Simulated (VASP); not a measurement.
# Be (Im-3m) in VASP: further runs

The runs below take Be through single point, with PBEsol.

All numbers are computed with VASP 6.6.1; they aren't measurements. Logs are shortened: lines on timing, memory, paths and dates and some standing lists are left out, and cuts for length are marked.

## Step 1: The cell of the first run

The structure is cubic, space group Im-3m (No. 229). The conventional cell has a = 2.489 Å, b = 2.489 Å, c = 2.489 Å, α = 90.00°, β = 90.00°, γ = 90.00°. Within 2.9 Å of Be (site symmetry m-3m) lie 14 Be at 2.16 to 2.49 Å.

## Step 2: Single point, PBEsol (strained)

INCAR reads:

```
SYSTEM = Be
PREC = Accurate
ENCUT = 520
EDIFF = 1E-6
ISMEAR = 0
SIGMA = 0.1
LREAL = .False.
LASPH = .True.
NELM = 80
ALGO = Fast
ISIF = 2
LWAVE = .False.
LCHARG = .False.
GGA = PS
NBANDS = 7
```

KPOINTS reads:

```
regular mesh
0
Gamma
  24 24 24
  0 0 0
```

POSCAR reads:

```
Be
1.0
   -1.2445120104      1.2445120104      1.2445120104
    1.2445120104     -1.2445120104      1.2445120104
    1.2445120104      1.2445120104     -1.2445120104
Be
1
Direct
    0.0000000000      0.0000000000      0.0000000000
```

Potentials or basis: VASP PAW PBE potentials, release 64 (Be).

The run is started by

```sh
> cat potpaw_PBE.64/Be/POTCAR > POTCAR
> mpirun -np 1 vasp_std > vasp.out
```

OUTCAR:

```text
SYSTEM = Be
   PREC = Accurate
   ENCUT = 520
   EDIFF = 1E-6
   ISMEAR = 0
   LREAL = .False.
   LASPH = .True.
   NELM = 80
   ISIF = 2
   GGA = PS

 ion  position               nearest neighbor table
   1  0.000  0.000  0.000-

  LATTYP: Found a body centered cubic cell.
 ALAT       =     2.4890240208

  Lattice vectors:

 A1 = (  -1.2445120104,   1.2445120104,   1.2445120104)
 A2 = (   1.2445120104,  -1.2445120104,   1.2445120104)
 A3 = (   1.2445120104,   1.2445120104,  -1.2445120104)

Analysis of symmetry for initial positions (statically):
=====================================================================
 Subroutine PRICEL returns:
 Original cell was already a primitive cell.

 Routine SETGRP: Setting up the symmetry group for a
 body centered cubic supercell.

 Subroutine GETGRP returns: Found 48 space group operations
 (whereof 48 operations were pure point group operations)
 out of a pool of 48 trial point group operations.

The static configuration has the point symmetry O_h .

Analysis of symmetry for dynamics (positions and initial velocities):
=====================================================================
 Subroutine PRICEL returns:
 Original cell was already a primitive cell.

 Routine SETGRP: Setting up the symmetry group for a
 body centered cubic supercell.

 Subroutine GETGRP returns: Found 48 space group operations
 (whereof 48 operations were pure point group operations)
 out of a pool of 48 trial point group operations.

The dynamic configuration has the point symmetry O_h .

 Subroutine INISYM returns: Found 48 space group operations
 (whereof 48 operations are pure point group operations),
 and found     1 'primitive' translations

----------------------------------------------------------------------------------------

                                     Primitive cell

  volume of cell :       7.7101

  direct lattice vectors                    reciprocal lattice vectors
    -1.244512010  1.244512010  1.244512010     0.000000000  0.401763901  0.401763901
     1.244512010 -1.244512010  1.244512010     0.401763901  0.000000000  0.401763901
     1.244512010  1.244512010 -1.244512010     0.401763901  0.401763901  0.000000000

  length of vectors
     2.155558033  2.155558033  2.155558033     0.568179958  0.568179958  0.568179958

  position of ions in fractional coordinates (direct lattice)
     0.000000000  0.000000000  0.000000000

  ion indices of the primitive-cell ions
   primitive index   ion index
                 1           1

----------------------------------------------------------------------------------------

 KPOINTS: regular mesh

Automatic generation of k-mesh.
 Grid dimensions read from file:
 generate k-points for:   24   24   24

 Generating k-lattice:

  Cartesian coordinates                     Fractional coordinates (reciprocal lattice)
     0.000000000  0.016740163  0.016740163     0.041666667  0.000000000  0.000000000
     0.016740163  0.000000000  0.016740163     0.000000000  0.041666667  0.000000000
     0.016740163  0.016740163  0.000000000     0.000000000  0.000000000  0.041666667

  Length of vectors
     0.023674165  0.023674165  0.023674165

  Shift w.r.t. Gamma in fractional coordinates (k-lattice)
     0.000000000  0.000000000  0.000000000

 Subroutine IBZKPT returns following result:
 ===========================================

 Found    413 irreducible k-points:

 Following reciprocal coordinates:
            Coordinates               Weight
  0.000000  0.000000  0.000000      1.000000
  0.041667  0.000000  0.000000     12.000000
  0.083333  0.000000  0.000000     12.000000
  0.125000  0.000000  0.000000     12.000000
  0.166667  0.000000  0.000000     12.000000
  0.208333  0.000000  0.000000     12.000000
[... 16 lines left out ...]
  0.416667  0.041667  0.000000     48.000000
  0.458333  0.041667  0.000000     48.000000
 [... further k-points ...]
   k-points           NKPTS =    413   k-points in BZ     NKDIM =    413   number of bands    NBANDS=      7
   number of dos      NEDOS =    301   number of ions     NIONS =      1
   total plane-waves  NPLWV =   4096
   dimension x,y,z NGX =    16 NGY =   16 NGZ =   16
   dimension x,y,z NGXF=    32 NGYF=   32 NGZF=   32
   ions per type =               1
   NGX,Y,Z   is equivalent  to a cutoff of  12.34, 12.34, 12.34 a.u.
   NGXF,Y,Z  is equivalent  to a cutoff of  24.68, 24.68, 24.68 a.u.
 SYSTEM =  Be
   PREC   = accura    normal or accurate (medium, high low for compatibility)
   ISTART =      0    job   : 0-new  1-cont  2-samecut
   ICHARG =      2    charge: 1-file 2-atom 10-const
   ISPIN  =      1    spin polarized calculation?
   LNONCOLLINEAR =      F non collinear calculations
   LSORBIT =      F    spin-orbit coupling
   LASPH  =      T    aspherical Exc in radial PAW
   ENCUT  =  520.0 eV  38.22 Ry    6.18 a.u.   4.01  4.01  4.01*2*pi/ulx,y,z
   NELM   =     80;   NELMIN=  2; NELMDL= -5     # of ELM steps
   EDIFF  = 0.1E-05   stopping-criterion for ELM
   LREAL  =      F    real-space projection
   EDIFFG = 0.1E-04   stopping-criterion for IOM
   NSW    =      0    number of steps for IOM
   IBRION =     -1    ionic relax: 0-MD 1-quasi-New 2-CG
   NFREE  =      0    steps in history (QN), initial steepest desc. (CG)
   ISIF   =      2    stress and relaxation
   ISYM   =      2    0-nonsym 1-usesym 2-fastsym
   POTIM  = 0.5000    time-step for ionic-motion
   TEBEG  =    0.0;   TEEND  =   0.0 temperature during run
   PSTRESS=    0.0 pullay stress
   NELECT =       2.0000    total number of electrons
   NUPDOWN=      -1.0000    fix difference up-down
   EMIN   =  10.00;   EMAX   =-10.00  energy-range for DOS
   EFERMI =   0.00;   METHOD = LEGACY
   ISMEAR =     0;   SIGMA  =   0.10  broadening in eV -4-tet -1-fermi 0-gaus
   EFERMI_NEDOS =   21; number of points for ismear=-14 and -15
   IALGO  =     68    algorithm
   IMIX   =      4    mixing-type and parameters
     AMIX     =   0.40;   BMIX     =  1.00
     AMIX_MAG =   1.60;   BMIX_MAG =  1.00
  volume/ion in A,a.u.               =       7.71        52.03
  Fermi-wavevector in a.u.,A,eV,Ry     =   1.044077  1.973019 14.831659  1.090096
  Thomas-Fermi vector in A             =   2.178814
   LORBIT       =      0    0 simple, 1 ext, 2 COOP (PROOUT), +10 PAW based schemes
   GGA     = PS    functional components
   LHFCALC =     F    Hartree Fock is set to
   AEXX    =    0.0000 exact exchange contribution
   IVDW    =     0    specifies the selected vdW correction
   LEPSILON=     F    determine dielectric tensor
   LRPA    =     F    only Hartree local field effects (RPA)
 non-spin polarized calculation
 RMM-DIIS sequential band-by-band and
 Gauss-broadening in eV      SIGMA  =   0.10
  energy-cutoff  :      520.00
  volume of cell :        7.71
 maximum number of plane-waves:       236
   NGX =  7   NGY =  7   NGZ =  7

 number of electron       2.0000000 magnetization

 Free energy of the ion-electron system (eV)
  ---------------------------------------------------
  ext. energy  EPLUGINS =         0.00000000
  ---------------------------------------------------
  free energy    TOTEN  =        -3.89976476 eV

  energy without entropy =       -3.89880574  energy(sigma->0) =       -3.89928525

 E-fermi :   8.1889     XC(G=0): -10.6962

 val. band max:        8.1629477171   @ k =   0.2917   0.2917   0.0417
 cond. band min:       8.2109736207   @ k =  -0.3750  -0.4167   0.1250
 fundamental gap:      0.0480259036
 Fermi energy:         8.1888898706

 k-point     1 :       0.0000    0.0000    0.0000
  band No.  band energies     occupation
      1      -4.2590      2.00000
      2      27.7692      0.00000
      3      27.7692      0.00000
      4      27.7692      0.00000
      5      39.2092      0.00000
      6      39.2092      0.00000
      7      39.2092      0.00000

 k-point     2 :       0.0417    0.0000    0.0000
  band No.  band energies     occupation
      1      -4.1978      2.00000
      2      27.4641      0.00000
      3      27.5103      0.00000
      4      27.6954      0.00000
      5      38.3352      0.00000
      6      38.3680      0.00000
      7      39.6308      0.00000

 k-point     3 :       0.0833    0.0000    0.0000
  band No.  band energies     occupation
      1      -4.0142      2.00000
      2      26.5253      0.00000
      3      26.8325      0.00000
      4      27.4776      0.00000
      5      36.5261      0.00000
      6      36.8867      0.00000
      7      40.0664      0.00000

 k-point     4 :       0.1250    0.0000    0.0000
  band No.  band energies     occupation
      1      -3.7079      2.00000
      2      24.9674      0.00000
      3      25.9281      0.00000
      4      27.1289      0.00000
      5      35.1509      0.00000
      6      35.3992      0.00000
      7      39.5447      0.00000

 k-point     5 :       0.1667    0.0000    0.0000
  band No.  band energies     occupation
      1      -3.2790      2.00000
      2      22.9501      0.00000
      3      24.9519      0.00000
      4      26.6768      0.00000
      5      34.0252      0.00000
      6      34.3394      0.00000
      7      39.3677      0.00000

 k-point     6 :       0.2083    0.0000    0.0000
  band No.  band energies     occupation
      1      -2.7283      2.00000
      2      20.7001      0.00000
      3      23.9984      0.00000
      4      26.1612      0.00000
      5      32.7962      0.00000
      6      33.9447      0.00000
      7      39.5126      0.00000

 k-point     7 :       0.2500    0.0000    0.0000
  band No.  band energies     occupation
      1      -2.0577      2.00000
      2      18.3927      0.00000
      3      23.1208      0.00000
      4      25.6268      0.00000
      5      31.7234      0.00000
      6      33.8261      0.00000
      7      39.9423      0.00000
[... 121 lines left out ...]
 k-point    20 :       0.2917    0.0417    0.0000
  band No.  band energies     occupation
      1      -0.7914      2.00000
      2      15.0675      0.00000
      3      21.7988      0.00000
      4      24.4142      0.00000
      5      31.0442      0.00000
      6      33.9899      0.00000
      7      41.0542      0.00000

 k-point    21 :       0.3333    0.0417    0.0000
  band No.  band energies     occupation
      1       0.1431      2.00000
      2      13.0097      0.00000
      3      21.2279      0.00000
      4      23.9623      0.00000
      5      30.4334      0.00000
      6      34.2208      0.00000
      7      41.9873      0.00000

 k-point    22 :       0.3750    0.0417    0.0000
  band No.  band energies     occupation
      1       1.1324      2.00000
      2      11.1623      0.00000
      3      20.7939      0.00000
      4      23.6085      0.00000
      5      29.9710      0.00000
      6      34.4775      0.00000
      7      43.0206      0.00000

 k-point    23 :       0.4167    0.0417    0.0000
  band No.  band energies     occupation
      1       2.0786      2.00000
      2       9.6376      0.00000
      3      20.5021      0.00000
      4      23.3661      0.00000
      5      29.6610      0.00000
      6      34.6986      0.00000
      7      44.0344      0.00000

 k-point    24 :       0.4583    0.0417    0.0000
  band No.  band energies     occupation
      1       2.7387      2.00000
      2       8.6864      0.00000
      3      20.3555      0.00000
      4      23.2430      0.00000
      5      29.5054      0.00000
      6      34.8271      0.00000
      7      44.7627      0.00000

 [... further k-points ...]

------------------------ aborting loop because EDIFF is reached ----------------------------------------

  FORCE on cell =-STRESS in cart. coord.  units (eV):
  Direction    XX          YY          ZZ          XY          YZ          ZX
  --------------------------------------------------------------------------------------
  -------------------------------------------------------------------------------------
  Total        0.0469567      0.0469567      0.0469567      0.0000000     -0.0000000      0.0000000
  in kB        9.7577833      9.7577833      9.7577833      0.0000000     -0.0000000      0.0000000
  external PRESSURE =       9.7577833 kB  Pullay stress =       0.0000000 kB

 VOLUME and BASIS-vectors are now :
 -----------------------------------------------------------------------------
  energy-cutoff  :      520.00
  volume of cell :        7.71
      direct lattice vectors                 reciprocal lattice vectors
    -1.244512010  1.244512010  1.244512010     0.000000000  0.401763901  0.401763901
     1.244512010 -1.244512010  1.244512010     0.401763901  0.000000000  0.401763901
     1.244512010  1.244512010 -1.244512010     0.401763901  0.401763901  0.000000000

 POSITION                                       TOTAL-FORCE (eV/Angst)
 -----------------------------------------------------------------------------------
      0.00000      0.00000      0.00000        -0.000000     -0.000000     -0.000000
 -----------------------------------------------------------------------------------
    total drift:                               -0.000000     -0.000000     -0.000000

  FREE ENERGIE OF THE ION-ELECTRON SYSTEM (eV)
  ---------------------------------------------------
  free  energy   TOTEN  =        -3.8997647642 eV

  energy  without entropy=       -3.8988057428  energy(sigma->0) =       -3.89928525
```

Run time: 23 s. Hardware: 1 thread of AMD EPYC 7R13, shared host; peak memory 0.1 GiB.

What came out:

* Free energy: -3.8998 eV
* Pressure: 1.0 GPa
* Band gap on the k mesh: zero (band 1 reaches 12.10 eV, above the bottom of band 2 at 6.69 eV)

Caveat: the cell differs from its parent crystal (strained); the PAW data sets were made with another functional, which shifts forces and pressure a little.

## Step 3: Single point, PBEsol (strained)

INCAR reads:

```
SYSTEM = Be
ALGO = Fast
EDIFF = 1E-6
ENCUT = 520
GGA = PS
ISIF = 2
ISMEAR = 0
LASPH = .True.
LCHARG = .True.
LELF = .True.
LREAL = .False.
LVHAR = .True.
LWAVE = .False.
NBANDS = 7
NELM = 60
PREC = Accurate
SIGMA = 0.1
```

KPOINTS reads:

```
k-points
0
Gamma
  24 24 24
  0 0 0
```

POSCAR reads:

```
Be
1.0
   -1.2773563105      1.2773563105      1.2773563105
    1.2773563105     -1.2773563105      1.2773563105
    1.2773563105      1.2773563105     -1.2773563105
Be
1
Direct
    0.0000000000      0.0000000000      0.0000000000
```

Potentials or basis: VASP PAW PBE potentials, release 64 (Be).

The run is started by

```sh
> cat potpaw_PBE.64/Be/POTCAR > POTCAR
> mpirun -np 1 vasp_std > vasp.out
```

Wall time 30 s (1 thread of AMD EPYC 7R13, shared host); peak memory 0.1 GiB.

Results (log left out):

```yaml
Free_energy: -3.8854 eV
Pressure: -7.8 GPa
Band_gap_on_the_k_mesh: zero (band 1 reaches 11.20 eV, above the bottom of band 2 at 6.13 eV)
```

Levels at points of the mesh, in eV from the Fermi level:
```csv
k point,band 1,band 2,band 3,band 4
"(0.00, 0.00, 0.00)",-11.99,18.35,18.35,18.35
"(0.50, 0.00, 0.00)",-5.11,0.12,11.58,14.68
"(0.50, 0.50, 0.50)",3.67,3.67,3.67,9.43
```

Caveat: the cell differs from its parent crystal (strained); the PAW data sets were made with another functional, which shifts forces and pressure a little.

(Continued in part 2 of 2.)
